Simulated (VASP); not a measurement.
# Zr3S2 (R32) in VASP: notebook, part 2 of 2

VASP 6.6.1. The steps go on from the part before.

### 3 Relaxation of cell and atoms, PBEsol+U

File INCAR:

```
  PREC = Accurate
  ENCUT = 600
  EDIFF = 1E-6
  ISMEAR = -1
  SIGMA = 0.05
  LREAL = False
  LASPH = True
  NELM = 150
  ALGO = Normal
  ISIF = 3
  LWAVE = False
  LCHARG = False
  LMAXMIX = 4
  LDAU = True
  LDAUTYPE = 2
  LDAUL = 2 -1
  LDAUU = 6 0
  LDAUJ = 0 0
  LDAUPRINT = 1
  GGA = PS
  IBRION = 2
  NSW = 60
  EDIFFG = -0.01
```

File KPOINTS:

```
Automatic mesh
0
Gamma
  6 6 6
```

File POSCAR:

```
Zr3S2
1.0
    2.9025379727      1.6757810799      3.4877732718
   -2.9025379727      1.6757810799      3.4877732718
    0.0000000000     -3.3515621597      3.4877732718
Zr S
3 2
Direct
    0.8387270000      0.5000000000      0.1612730000
    0.5000000000      0.1612730000      0.8387270000
    0.1612730000      0.8387270000      0.5000000000
    0.6650230000      0.6650230000      0.6650230000
    0.3349770000      0.3349770000      0.3349770000
```

Potentials or basis: VASP PAW PBE potentials, release 64 (Zr_sv, S).

Run with:

```sh
$ cat potpaw_PBE.64/Zr_sv/POTCAR potpaw_PBE.64/S/POTCAR > POTCAR
$ mpirun -np 1 vasp_std > vasp.out
```

OUTCAR:

```text
PREC = Accurate
   ENCUT = 600
   EDIFF = 1E-6
   ISMEAR = -1
   LREAL = False
   LASPH = True
   NELM = 150
   ISIF = 3
   GGA = PS
   IBRION = 2
   NSW = 60
   EDIFFG = -0.01

 ion  position               nearest neighbor table
   1  0.839  0.500  0.161-   4 2.61   5 2.61   4 2.62   5 2.62   3 3.32   3 3.32   2 3.32   2 3.32
                             2 3.41   3 3.41   3 3.49   2 3.49
   2  0.500  0.161  0.839-   5 2.61   4 2.61   5 2.62   4 2.62   3 3.32   3 3.32   1 3.32   1 3.32
                             1 3.41   3 3.41   3 3.49   1 3.49
   3  0.161  0.839  0.500-   4 2.61   5 2.61   4 2.62   5 2.62   2 3.32   1 3.32   1 3.32   2 3.32
                             1 3.41   2 3.41   1 3.49   2 3.49
   4  0.665  0.665  0.665-   1 2.61   2 2.61   3 2.61   1 2.62   3 2.62   2 2.62
   5  0.335  0.335  0.335-   2 2.61   1 2.61   3 2.61   2 2.62   3 2.62   1 2.62

  LATTYP: Found a trigonal (rhomboedric) cell.
 ALAT       =     4.8370994724
 COS(alpha) =     0.2798619160

  Lattice vectors:

 A1 = (   2.9025379727,   1.6757810799,   3.4877732718)
 A2 = (  -2.9025379727,   1.6757810799,   3.4877732718)
 A3 = (   0.0000000000,  -3.3515621597,   3.4877732718)

Analysis of symmetry for initial positions (statically):
=====================================================================
 Subroutine PRICEL returns:
 Original cell was already a primitive cell.

 Routine SETGRP: Setting up the symmetry group for a
 trigonal (rhombohedral) supercell.

 Subroutine GETGRP returns: Found  6 space group operations
 (whereof  6 operations were pure point group operations)
 out of a pool of 12 trial point group operations.

The static configuration has the point symmetry D_3 .

Analysis of symmetry for dynamics (positions and initial velocities):
=====================================================================
 Subroutine PRICEL returns:
 Original cell was already a primitive cell.

 Routine SETGRP: Setting up the symmetry group for a
 trigonal (rhombohedral) supercell.

 Subroutine GETGRP returns: Found  6 space group operations
 (whereof  6 operations were pure point group operations)
 out of a pool of 12 trial point group operations.

The dynamic configuration has the point symmetry D_3 .

 Subroutine INISYM returns: Found  6 space group operations
 (whereof  6 operations are pure point group operations),
 and found     1 'primitive' translations

----------------------------------------------------------------------------------------

                                     Primitive cell

  volume of cell :     101.7876

  direct lattice vectors                    reciprocal lattice vectors
     2.902537973  1.675781080  3.487773272     0.172263035  0.099456110  0.095571962
    -2.902537973  1.675781080  3.487773272    -0.172263035  0.099456110  0.095571962
     0.000000000 -3.351562160  3.487773272     0.000000000 -0.198912219  0.095571962

  length of vectors
     4.837099472  4.837099472  4.837099472     0.220680925  0.220680925  0.220680925

  position of ions in fractional coordinates (direct lattice)
     0.838727000  0.500000000  0.161273000
     0.500000000  0.161273000  0.838727000
     0.161273000  0.838727000  0.500000000
     0.665023000  0.665023000  0.665023000
     0.334977000  0.334977000  0.334977000

  ion indices of the primitive-cell ions
[... 63 lines left out ...]
   dimension x,y,z NGX =    40 NGY =   40 NGZ =   40
   dimension x,y,z NGXF=    80 NGYF=   80 NGZF=   80
   ions per type =               3   2
   NGX,Y,Z   is equivalent  to a cutoff of  13.75, 13.75, 13.75 a.u.
   NGXF,Y,Z  is equivalent  to a cutoff of  27.50, 27.50, 27.50 a.u.
 SYSTEM =  unknown system
   PREC   = accura    normal or accurate (medium, high low for compatibility)
   ISTART =      0    job   : 0-new  1-cont  2-samecut
   ICHARG =      2    charge: 1-file 2-atom 10-const
   ISPIN  =      1    spin polarized calculation?
   LNONCOLLINEAR =      F non collinear calculations
   LSORBIT =      F    spin-orbit coupling
   LASPH  =      T    aspherical Exc in radial PAW
   ENCUT  =  600.0 eV  44.10 Ry    6.64 a.u.   9.66  9.66  9.66*2*pi/ulx,y,z
   NELM   =    150;   NELMIN=  2; NELMDL= -5     # of ELM steps
   EDIFF  = 0.1E-05   stopping-criterion for ELM
   LREAL  =      F    real-space projection
   EDIFFG = -.1E-01   stopping-criterion for IOM
   NSW    =     60    number of steps for IOM
   IBRION =      2    ionic relax: 0-MD 1-quasi-New 2-CG
   NFREE  =      1    steps in history (QN), initial steepest desc. (CG)
   ISIF   =      3    stress and relaxation
   ISYM   =      2    0-nonsym 1-usesym 2-fastsym
   POTIM  = 0.5000    time-step for ionic-motion
   TEBEG  =    0.0;   TEEND  =   0.0 temperature during run
   PSTRESS=    0.0 pullay stress
   NELECT =      48.0000    total number of electrons
   NUPDOWN=      -1.0000    fix difference up-down
   EMIN   =  10.00;   EMAX   =-10.00  energy-range for DOS
   EFERMI =   0.00;   METHOD = LEGACY
   ISMEAR =    -1;   SIGMA  =   0.05  broadening in eV -4-tet -1-fermi 0-gaus
   EFERMI_NEDOS =   21; number of points for ismear=-14 and -15
   IALGO  =     38    algorithm
   IMIX   =      4    mixing-type and parameters
     AMIX     =   0.40;   BMIX     =  1.00
     AMIX_MAG =   1.60;   BMIX_MAG =  1.00
  volume/ion in A,a.u.               =      20.36       137.38
  Fermi-wavevector in a.u.,A,eV,Ry     =   1.274257  2.407996 22.092199  1.623731
  Thomas-Fermi vector in A             =   2.407035
   LORBIT       =      0    0 simple, 1 ext, 2 COOP (PROOUT), +10 PAW based schemes
 LDA+U is selected, type is set to LDAUTYPE =  2
   angular momentum for each species LDAUL =     2   -1
   U (eV)           for each species LDAUU =   6.0  0.0
   J (eV)           for each species LDAUJ =   0.0  0.0
   GGA     = PS    functional components
   LHFCALC =     F    Hartree Fock is set to
   AEXX    =    0.0000 exact exchange contribution
   IVDW    =     0    specifies the selected vdW correction
   LEPSILON=     F    determine dielectric tensor
   LRPA    =     F    only Hartree local field effects (RPA)
 conjugate gradient relaxation of ions
 non-spin polarized calculation
  energy-cutoff  :      600.00
  volume of cell :      101.79
 maximum number of plane-waves:      3446
 NGX is ok and might be reduce to    40
   NGX = 19   NGY = 19   NGZ = 19

--------------------------------------- Ionic step        1  -------------------------------------------

 number of electron      48.0000000 magnetization

 Free energy of the ion-electron system (eV)
  ---------------------------------------------------
  ext. energy  EPLUGINS =         0.00000000
  ---------------------------------------------------
  free energy    TOTEN  =       -30.27201450 eV

  energy without entropy =      -30.25832172  energy(sigma->0) =      -30.26516811

------------------------ aborting loop because EDIFF is reached ----------------------------------------

  FORCE on cell =-STRESS in cart. coord.  units (eV):
  Direction    XX          YY          ZZ          XY          YZ          ZX
  --------------------------------------------------------------------------------------
  -------------------------------------------------------------------------------------
  Total        3.3956440      3.3956440      4.1871142      0.0000000      0.0000000      0.0000000
  in kB       53.4488107     53.4488107     65.9068721      0.0000000      0.0000000      0.0000000
  external PRESSURE =      57.6014978 kB  Pullay stress =       0.0000000 kB
[... 359 lines left out ...]
--------------------------------------- Ionic step        8  -------------------------------------------

 number of electron      48.0000001 magnetization

 Free energy of the ion-electron system (eV)
  ---------------------------------------------------
  ext. energy  EPLUGINS =         0.00000000
  ---------------------------------------------------
  free energy    TOTEN  =       -30.35553550 eV

  energy without entropy =      -30.34220174  energy(sigma->0) =      -30.34886862

 E-fermi :   8.9474     XC(G=0): -10.8856

 val. band max:        8.9384594325   @ k =   0.1667   0.1667   0.1667
 cond. band min:       8.9626445006   @ k =   0.3333  -0.0000  -0.0000
 fundamental gap:      0.0241850681
 Fermi energy:         8.9474338658

 k-point     1 :       0.0000    0.0000    0.0000
  band No.  band energies     occupation
      1     -41.7226      2.00000
      2     -41.6610      2.00000
      3     -41.6610      2.00000
      4     -19.8029      2.00000
      5     -19.8029      2.00000
      6     -19.7748      2.00000
[... 733 lines left out ...]
     27      10.7812      0.00000
     28      11.0559      0.00000

 [... further k-points ...]

------------------------ aborting loop because EDIFF is reached ----------------------------------------

  FORCE on cell =-STRESS in cart. coord.  units (eV):
  Direction    XX          YY          ZZ          XY          YZ          ZX
  --------------------------------------------------------------------------------------
  -------------------------------------------------------------------------------------
  Total       -0.0373161     -0.0373161     -0.0192208      0.0000000     -0.0000000      0.0000000
  in kB       -0.5615013     -0.5615013     -0.2892192      0.0000000     -0.0000000      0.0000000
  external PRESSURE =      -0.4707406 kB  Pullay stress =       0.0000000 kB
[... 20 lines left out ...]
  FREE ENERGIE OF THE ION-ELECTRON SYSTEM (eV)
  ---------------------------------------------------
  free  energy   TOTEN  =       -30.3555354976 eV

  energy  without entropy=      -30.3422017449  energy(sigma->0) =      -30.34886862

 reached required accuracy - stopping structural energy minimisation
```

It took 4 min on 1 thread of Intel Xeon 6975P-C (Granite Rapids), shared host; peak memory 0.3 GiB.

What came out:

```
Free energy                           : -30.3555 eV
Relaxed volume                        : 21.30 Å³/atom
Relaxed cell                          : a = 4.918 Å, b = 4.918 Å, c = 4.918 Å, α = 73.37°, β = 73.37°, γ = 73.37°
Space group after relaxing (to 0.1 Å) : R32 (No. 155)
Energy gained by relaxing             : 16.7 meV/atom
Ionic steps                           : 8
Pressure after relaxing               : 0.0 GPa
Largest force after relaxing          : 0.004 eV/Å
Band gap on the k mesh                : zero (bands 24 and 25 overlap by 0.27 eV)
```

Forces in eV/Å, atoms in the order of the input:
```
Zr   0.001  0.002  0.000
Zr   0.001 -0.002  0.000
Zr  -0.002  0.000  0.000
S    0.000  0.000 -0.004
S    0.000  0.000  0.004
```

Step by step:
```
step  energy change (eV)  largest force (eV/Å)  pressure (GPa)  volume (Å³)
   1              0.0000                0.1361            5.76       101.79
   2              0.0521                0.1885           -6.25       112.95
   3             -0.0815                0.0949           -0.13       106.50
   4             -0.0815                0.0954           -0.02       106.40
   5             -0.0834                0.0261            0.03       106.40
   6             -0.0835                0.0096            0.05       106.39
   7             -0.0835                0.0077            0.04       106.39
   8             -0.0835                0.0042           -0.05       106.48
```

Final structure:
```
Zr S
1.0
     2.93822    1.69638    3.56037
    -2.93822    1.69638    3.56037
     0.00000   -3.39277    3.56037
Zr S
3 2
Direct
  0.83787 0.50000 0.16213
  0.50000 0.16213 0.83787
  0.16213 0.83787 0.50000
  0.66422 0.66422 0.66422
  0.33578 0.33578 0.33578
```

Levels at points of the mesh, in eV from the Fermi level:
```csv
k point,band 22,band 23,band 24,band 25,band 26,band 27
"(0.00, 0.00, 0.00)",-1.68,0.02,0.02,0.88,0.88,1.81
"(0.50, 0.00, 0.00)",-1.24,-0.73,-0.62,-0.18,1.35,1.74
"(0.50, 0.50, 0.00)",-1.25,-0.99,-0.25,0.13,1.03,2.09
"(0.50, 0.50, 0.50)",-0.49,-0.12,-0.12,0.65,0.65,1.50
```

Eigenvalues of the final occupation matrices:
| site | spin | trace | eigenvalues |
| --- | --- | --- | --- |
| site 1 d | 1 | 0.67 | 0.08 0.09 0.15 0.15 0.19 |
| site 1 d | 2 | 0.67 | 0.08 0.09 0.15 0.15 0.19 |
| site 2 d | 1 | 0.67 | 0.08 0.09 0.15 0.15 0.19 |
| site 2 d | 2 | 0.67 | 0.08 0.09 0.15 0.15 0.19 |
| site 3 d | 1 | 0.67 | 0.08 0.09 0.15 0.15 0.19 |
| site 3 d | 2 | 0.67 | 0.08 0.09 0.15 0.15 0.19 |

Caveat: the PAW data sets were made with another functional, which shifts forces and pressure a little; U without spin polarisation on a metal has little footing.

### 4 Single point, PBEsol+U

This run uses another cell than the first one, of 20.25 Å³/atom.

File INCAR:

```
SYSTEM = Zr3S2
ALGO = Normal
EDIFF = 1E-7
ENCUT = 520
GGA = PS
ISIF = 2
ISMEAR = -1
LASPH = .True.
LCHARG = .True.
LDAU = .True.
LDAUJ = 0 0
LDAUL = 2 -1
LDAUPRINT = 1
LDAUTYPE = 2
LDAUU = 4 0
LELF = .True.
LMAXMIX = 4
LREAL = .False.
LVHAR = .True.
LWAVE = .False.
NBANDS = 32
NELM = 150
PREC = Accurate
SIGMA = 0.05
```

File KPOINTS:

```
k-points
0
Gamma
  6 6 6
  0 0 0
```

File POSCAR:

```
Zr3S2
1.0
    2.8928150783      1.6701675642      3.4928268622
   -2.8928150783      1.6701675642      3.4928268622
    0.0000000000     -3.3403351284      3.4928268622
Zr S
3 2
Direct
    0.8380352476      0.5000000000      0.1619647524
    0.5000000000      0.1619647524      0.8380352476
    0.1619647524      0.8380352476      0.5000000000
    0.6639619922      0.6639619922      0.6639619922
    0.3360380078      0.3360380078      0.3360380078
```

Run with:

```sh
$ cat potpaw_PBE.64/Zr_sv/POTCAR potpaw_PBE.64/S/POTCAR > POTCAR
$ mpirun -np 1 vasp_std > vasp.out
```

Wall time 42 s (1 thread of Intel Xeon 6975P-C (Granite Rapids), shared host); peak memory 0.24 GiB.

Results (log left out):

- Free energy: -33.9231 eV
- Pressure: 2.8 GPa
- Largest force: 0.084 eV/Å
- Band gap on the k mesh: zero (bands 24 and 25 overlap by 0.27 eV)

Forces in eV/Å, atoms in the order of the input:
```
Zr   0.042  0.073  0.000
Zr   0.042 -0.073  0.000
Zr  -0.084  0.000  0.000
S    0.000  0.000  0.070
S    0.000  0.000 -0.070
```

Stress tensor (GPa, compression positive):
```
2.71 0.00 0.00
0.00 2.71 0.00
0.00 0.00 2.88
```

Levels at points of the mesh, in eV from the Fermi level:
```
           k point  band 21  band 22  band 23  band 24  band 25  band 26  band 27  band 28
(0.00, 0.00, 0.00)    -2.85    -1.83     0.07     0.07     0.82     0.82     1.96     3.24
(0.50, 0.00, 0.00)    -1.32    -1.22    -0.82    -0.64    -0.15     1.26     1.85     2.05
(0.50, 0.50, 0.00)    -1.83    -1.28    -0.93    -0.26     0.07     1.01     2.10     2.20
(0.50, 0.50, 0.50)    -0.98    -0.44    -0.16    -0.16     0.53     0.53     1.40     1.40
```

Eigenvalues of the final occupation matrices:
| site | spin | trace | eigenvalues |
| --- | --- | --- | --- |
| site 1 d | 1 | 0.75 | 0.09 0.11 0.17 0.17 0.20 |
| site 1 d | 2 | 0.75 | 0.09 0.11 0.17 0.17 0.20 |
| site 2 d | 1 | 0.75 | 0.09 0.11 0.17 0.17 0.20 |
| site 2 d | 2 | 0.75 | 0.09 0.11 0.17 0.17 0.20 |
| site 3 d | 1 | 0.75 | 0.09 0.11 0.17 0.17 0.20 |
| site 3 d | 2 | 0.75 | 0.09 0.11 0.17 0.17 0.20 |

Caveat: the PAW data sets were made with another functional, which shifts forces and pressure a little; U without spin polarisation on a metal has little footing.

### 5 Single point, PBEsol+U

This run uses another cell than the first one, of 20.55 Å³/atom.

File INCAR:

```
SYSTEM = Zr3S2
PREC = Accurate
ENCUT = 520
EDIFF = 1E-7
ISMEAR = -1
SIGMA = 0.05
LREAL = .False.
LASPH = .True.
NELM = 150
ALGO = Normal
ISIF = 2
LWAVE = .False.
LCHARG = .True.
LMAXMIX = 4
LDAU = .True.
LDAUTYPE = 2
LDAUL = 2 -1
LDAUU = 5 0
LDAUJ = 0 0
LDAUPRINT = 1
GGA = PS
LELF = .True.
LVHAR = .True.
NBANDS = 32
```

File KPOINTS:

```
regular mesh
0
Gamma
  6 6 6
  0 0 0
```

File POSCAR:

```
Zr3S2
1.0
    2.9094242569      1.6797568779      3.5035383936
   -2.9094242569      1.6797568779      3.5035383936
    0.0000000000     -3.3595137558      3.5035383936
Zr S
3 2
Direct
    0.8361204952      0.5000000000      0.1638795048
    0.5000000000      0.1638795048      0.8361204952
    0.1638795048      0.8361204952      0.5000000000
    0.6646525096      0.6646525096      0.6646525096
    0.3353474904      0.3353474904      0.3353474904
```

Run with:

```sh
$ cat potpaw_PBE.64/Zr_sv/POTCAR potpaw_PBE.64/S/POTCAR > POTCAR
$ mpirun -np 1 vasp_std > vasp.out
```

Wall time 40 s (1 thread of Intel Xeon 6975P-C (Granite Rapids), shared host); peak memory 0.25 GiB.

The run converged. Its results:

| Quantity | Value |
| --- | --- |
| Free energy | -32.0914 eV |
| Pressure | 2.8 GPa |
| Largest force | 0.200 eV/Å |
| Band gap on the k mesh | zero (bands 24 and 25 overlap by 0.31 eV) |

Forces in eV/Å, atoms in the order of the input:
```
Zr   0.100  0.173  0.000
Zr   0.100 -0.173  0.000
Zr  -0.200  0.000  0.000
S    0.000  0.000  0.056
S    0.000  0.000 -0.056
```

Stress tensor (GPa, compression positive):
```
2.61 0.00 0.00
0.00 2.61 0.00
0.00 0.00 3.24
```

Levels at points of the mesh, in eV from the Fermi level:
```tsv
k point	band 22	band 23	band 24	band 25	band 26	band 27
(0.00, 0.00, 0.00)	-1.77	0.06	0.06	0.86	0.86	1.96
(0.50, 0.00, 0.00)	-1.23	-0.78	-0.62	-0.19	1.36	1.86
(0.50, 0.50, 0.00)	-1.27	-0.95	-0.25	0.14	1.01	2.11
(0.50, 0.50, 0.50)	-0.41	-0.15	-0.15	0.60	0.60	1.46
```

Eigenvalues of the final occupation matrices:
```tsv
site	spin	trace	eigenvalues
site 1 d	1	0.72	0.09 0.10 0.16 0.17 0.20
site 1 d	2	0.72	0.09 0.10 0.16 0.17 0.20
site 2 d	1	0.72	0.09 0.10 0.16 0.17 0.20
site 2 d	2	0.72	0.09 0.10 0.16 0.17 0.20
site 3 d	1	0.72	0.09 0.10 0.16 0.17 0.20
site 3 d	2	0.72	0.09 0.10 0.16 0.17 0.20
```

Caveat: the PAW data sets were made with another functional, which shifts forces and pressure a little; U without spin polarisation on a metal has little footing.

### 6 Overview

```tsv
task	level	U	cell	cutoff (eV)	gap on the mesh (eV)	pressure (GPa)	relaxed volume (Å³/atom)	largest force (eV/Å)
relaxation of cell and atoms	PBEsol	-	relaxed from a = 4.837 Å, angles 73.7°, 5 atoms, atomic positions A	600	none	-0.1	19.55	0.01
relaxation of cell and atoms	PBEsol+U	Zr d U = 6.0 eV	relaxed from a = 4.837 Å, angles 73.7°, 5 atoms, atomic positions A	600	none	0.0	21.30	-
single point	PBEsol+U	Zr d U = 4.0 eV	a = 4.833 Å, angles 73.5°, 5 atoms, atomic positions B	520	none	2.8	-	0.08
single point	PBEsol+U	Zr d U = 5.0 eV	a = 4.854 Å, angles 73.7°, 5 atoms, atomic positions A	520	none	2.8	-	0.20
```

Alike in all rows: potentials or basis VASP PAW PBE potentials, release 64 (Zr_sv, S); no spin polarisation; k mesh 6 × 6 × 6; smearing fermi-dirac 0.05 eV.

Caveats: the PAW data sets were made with another functional, which shifts forces and pressure a little; U without spin polarisation on a metal has little footing (at least some runs).

Total energies depend on the potentials used, so only differences within one code and one set of settings carry meaning.
